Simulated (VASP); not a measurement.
# Ag in VASP: settings compared

Ag is run at these levels: PBE, PBEsol; tasks: single point.

Program: VASP 6.6.1. These are calculated values, not measurements. Logs are shortened: lines on timing, memory, paths and dates and some standing lists are left out, and cuts for length are marked.

### 1 The cell of the first run

The structure is trigonal, space group R-3m (No. 166). Conventional cell: a = 2.946 Å, b = 2.946 Å, c = 21.614 Å, α = 90.00°, β = 90.00°, γ = 120.00°. Within 3.9 Å of Ag (site symmetry -3m) lie 12 Ag at 2.94 to 2.95 Å. Within 3.9 Å of Ag (site symmetry 3m) lie 12 Ag at 2.94 to 2.95 Å.

### 2 Single point, PBE

INCAR

```
ALGO = Normal ; EDIFF = 1E-6
ENCUT = 500 ; GGA = PE
GGA_COMPAT = F ; ISIF = 2
ISMEAR = 0 ; LASPH = T
LCHARG = T ; LELF = T
LREAL = F ; LVHAR = T
LWAVE = F ; NBANDS = 24
NELECT = 33.5 ; NELM = 120
PREC = Accurate ; SIGMA = 0.1
```

KPOINTS

```
k-points
0
Gamma
  4 4 4
```

POSCAR

```
Ag
1.0
    1.4730471633      0.8504641762      7.2046500000
   -1.4730471633      0.8504641762      7.2046500000
    0.0000000000     -1.7009283525      7.2046500000
Ag
3
Direct
    0.0000000000      0.0000000000      0.0000000000
    0.7777190000      0.7777190000      0.7777190000
    0.2222810000      0.2222810000      0.2222810000
```

Potentials or basis: VASP PAW PBE potentials, release 64 (Ag).

Launch:

```
cat potpaw_PBE.64/Ag/POTCAR > POTCAR
mpirun -np 1 vasp_std > vasp.out
```

OUTCAR:

```text
EDIFF = 1E-6
   ENCUT = 500
   GGA = PE
   ISIF = 2
   ISMEAR = 0
   LASPH = T
   LREAL = F
   NELECT = 33.5
   NELM = 120
   PREC = Accurate

 ion  position               nearest neighbor table
   1  0.000  0.000  0.000-   2 2.94   3 2.94   2 2.94   2 2.94   3 2.94   3 2.94
   2  0.778  0.778  0.778-   1 2.94   1 2.94   1 2.94   3 2.94   3 2.94   3 2.94
   3  0.222  0.222  0.222-   1 2.94   1 2.94   1 2.94   2 2.94   2 2.94   2 2.94

  LATTYP: Found a trigonal (rhomboedric) cell.
 ALAT       =     7.4027115899
 COS(alpha) =     0.9208079399

  Lattice vectors:

 A1 = (   1.4730471633,   0.8504641762,   7.2046500000)
 A2 = (  -1.4730471633,   0.8504641762,   7.2046500000)
 A3 = (   0.0000000000,  -1.7009283525,   7.2046500000)

Analysis of symmetry for initial positions (statically):
=====================================================================
 Subroutine PRICEL returns:
 Original cell was already a primitive cell.

 Routine SETGRP: Setting up the symmetry group for a
 trigonal (rhombohedral) supercell.

 Subroutine GETGRP returns: Found 12 space group operations
 (whereof 12 operations were pure point group operations)
 out of a pool of 12 trial point group operations.

The static configuration has the point symmetry D_3d.

Analysis of symmetry for dynamics (positions and initial velocities):
=====================================================================
 Subroutine PRICEL returns:
 Original cell was already a primitive cell.

 Routine SETGRP: Setting up the symmetry group for a
 trigonal (rhombohedral) supercell.

 Subroutine GETGRP returns: Found 12 space group operations
 (whereof 12 operations were pure point group operations)
 out of a pool of 12 trial point group operations.

The dynamic configuration has the point symmetry D_3d.

 Subroutine INISYM returns: Found 12 space group operations
 (whereof 12 operations are pure point group operations),
 and found     1 'primitive' translations

----------------------------------------------------------------------------------------

                                     Primitive cell

  volume of cell :      54.1548

  direct lattice vectors                    reciprocal lattice vectors
[... 72 lines left out ...]
   LNONCOLLINEAR =      F non collinear calculations
   LSORBIT =      F    spin-orbit coupling
   LASPH  =      T    aspherical Exc in radial PAW
   ENCUT  =  500.0 eV  36.75 Ry    6.06 a.u.  13.50 13.50 13.50*2*pi/ulx,y,z
   NELM   =    120;   NELMIN=  2; NELMDL= -5     # of ELM steps
   EDIFF  = 0.1E-05   stopping-criterion for ELM
   LREAL  =      F    real-space projection
   EDIFFG = 0.1E-04   stopping-criterion for IOM
   NSW    =      0    number of steps for IOM
   IBRION =     -1    ionic relax: 0-MD 1-quasi-New 2-CG
   NFREE  =      0    steps in history (QN), initial steepest desc. (CG)
   ISIF   =      2    stress and relaxation
   ISYM   =      2    0-nonsym 1-usesym 2-fastsym
   POTIM  = 0.5000    time-step for ionic-motion
   TEBEG  =    0.0;   TEEND  =   0.0 temperature during run
   PSTRESS=    0.0 pullay stress
   NELECT =      33.5000    total number of electrons
   NUPDOWN=      -1.0000    fix difference up-down
   EMIN   =  10.00;   EMAX   =-10.00  energy-range for DOS
   EFERMI =   0.00;   METHOD = LEGACY
   ISMEAR =     0;   SIGMA  =   0.10  broadening in eV -4-tet -1-fermi 0-gaus
   EFERMI_NEDOS =   21; number of points for ismear=-14 and -15
   IALGO  =     38    algorithm
   IMIX   =      4    mixing-type and parameters
     AMIX     =   0.40;   BMIX     =  1.00
     AMIX_MAG =   1.60;   BMIX_MAG =  1.00
  volume/ion in A,a.u.               =      18.05       121.82
  Fermi-wavevector in a.u.,A,eV,Ry     =   1.394903  2.635985 26.473614  1.945756
  Thomas-Fermi vector in A             =   2.518407
   LORBIT       =      0    0 simple, 1 ext, 2 COOP (PROOUT), +10 PAW based schemes
   GGA     = PE    functional components
   LHFCALC =     F    Hartree Fock is set to
   AEXX    =    0.0000 exact exchange contribution
   IVDW    =     0    specifies the selected vdW correction
   LEPSILON=     F    determine dielectric tensor
   LRPA    =     F    only Hartree local field effects (RPA)
 non-spin polarized calculation
 Gauss-broadening in eV      SIGMA  =   0.10
  energy-cutoff  :      500.00
  volume of cell :       54.15
 maximum number of plane-waves:      1413
 NGX is ok and might be reduce to    54
   NGX = 27   NGY = 27   NGZ = 27

 number of electron      33.4999993 magnetization

 Free energy of the ion-electron system (eV)
  ---------------------------------------------------
  ext. energy  EPLUGINS =         0.00000000
  ---------------------------------------------------
  free energy    TOTEN  =        -3.86746087 eV

  energy without entropy =       -3.86119107  energy(sigma->0) =       -3.86432597

 E-fermi :   7.9572     XC(G=0): -12.0102

 val. band max:        7.9219531027   @ k =   0.2500   0.2500   0.0000
 cond. band min:       8.0823100627   @ k =   0.5000   0.5000   0.0000
 fundamental gap:      0.1603569600
 Fermi energy:         7.9571544942

 k-point     1 :       0.0000    0.0000    0.0000
  band No.  band energies     occupation
      1       0.1707      2.00000
      2       1.6499      2.00000
      3       1.6576      2.00000
      4       3.0134      2.00000
      5       3.0134      2.00000
      6       3.0268      2.00000
[... 340 lines left out ...]
     23      23.8496      0.00000
     24      24.3006      0.00000

------------------------ aborting loop because EDIFF is reached ----------------------------------------

  FORCE on cell =-STRESS in cart. coord.  units (eV):
  Direction    XX          YY          ZZ          XY          YZ          ZX
  --------------------------------------------------------------------------------------
  -------------------------------------------------------------------------------------
  Total        6.8809374      6.8809374      5.8706671      0.0000000     -0.0000000      0.0000000
  in kB      203.5735619    203.5735619    173.6845638      0.0000000     -0.0000000      0.0000000
  external PRESSURE =     193.6105626 kB  Pullay stress =       0.0000000 kB

 VOLUME and BASIS-vectors are now :
 -----------------------------------------------------------------------------
  energy-cutoff  :      500.00
  volume of cell :       54.15
      direct lattice vectors                 reciprocal lattice vectors
     1.473047163  0.850464176  7.204650000     0.339432445  0.195971413  0.046266416
    -1.473047163  0.850464176  7.204650000    -0.339432445  0.195971413  0.046266416
     0.000000000 -1.700928353  7.204650000     0.000000000 -0.391942827  0.046266416

 POSITION                                       TOTAL-FORCE (eV/Angst)
 -----------------------------------------------------------------------------------
      0.00000      0.00000      0.00000        -0.000000      0.000000      0.000000
      0.00000     -0.00000     16.80958         0.000000      0.000000     -0.043386
      0.00000     -0.00000      4.80437         0.000000     -0.000000      0.043386
 -----------------------------------------------------------------------------------
    total drift:                                0.000000     -0.000000      0.000000

  FREE ENERGIE OF THE ION-ELECTRON SYSTEM (eV)
  ---------------------------------------------------
  free  energy   TOTEN  =        -3.8674608663 eV

  energy  without entropy=       -3.8611910705  energy(sigma->0) =       -3.86432597
```

OSZICAR:

```text
N       E                     dE             d eps       ncg     rms          rms(c)
DAV:   1     0.212093912909E+03    0.21209E+03   -0.16215E+04   632   0.129E+03
DAV:   2    -0.838401045801E+00   -0.21293E+03   -0.20160E+03   664   0.306E+02
DAV:   3    -0.433591413928E+01   -0.34975E+01   -0.34854E+01   728   0.451E+01
DAV:   4    -0.434835228129E+01   -0.12438E-01   -0.12438E-01   728   0.265E+00
DAV:   5    -0.434848085187E+01   -0.12857E-03   -0.12857E-03   744   0.288E-01    0.841E+00
DAV:   6    -0.392256345659E+01    0.42592E+00   -0.12146E+00   688   0.105E+01    0.554E+00
DAV:   7    -0.387663675772E+01    0.45927E-01   -0.81817E-02   720   0.263E+00    0.289E+00
DAV:   8    -0.386794787542E+01    0.86889E-02   -0.13858E-02   672   0.124E+00    0.330E-01
DAV:   9    -0.386745120368E+01    0.49667E-03   -0.11301E-03   712   0.550E-01    0.794E-02
DAV:  10    -0.386744801007E+01    0.31936E-05   -0.17098E-04   744   0.108E-01    0.259E-02
DAV:  11    -0.386746155656E+01   -0.13546E-04   -0.19064E-05   704   0.383E-02    0.676E-03
DAV:  12    -0.386746086625E+01    0.69030E-06   -0.68811E-07   496   0.123E-02
   1 F= -.38674609E+01 E0= -.38643260E+01  d E =-.626980E-02
```

Wall time 2.4 min (1 thread of Intel Xeon 8259CL, shared host); peak memory 0.37 GiB.

What came out:

| Property | Result |
| --- | --- |
| Free energy | -3.8675 eV |
| Largest force | 0.043 eV/Å |

Forces on the atoms (eV/Å):
```
Ag   0.000  0.000  0.000
Ag   0.000  0.000 -0.043
Ag   0.000  0.000  0.043
```

Caveat: the k points lie up to 0.62 Å⁻¹ apart; the cell carries a net charge on a neutralising background, which shifts energy and pressure; the cell is charged against a uniform background, so pressure and absolute levels hang on convention.

(Part 1 of 2 ends here.)
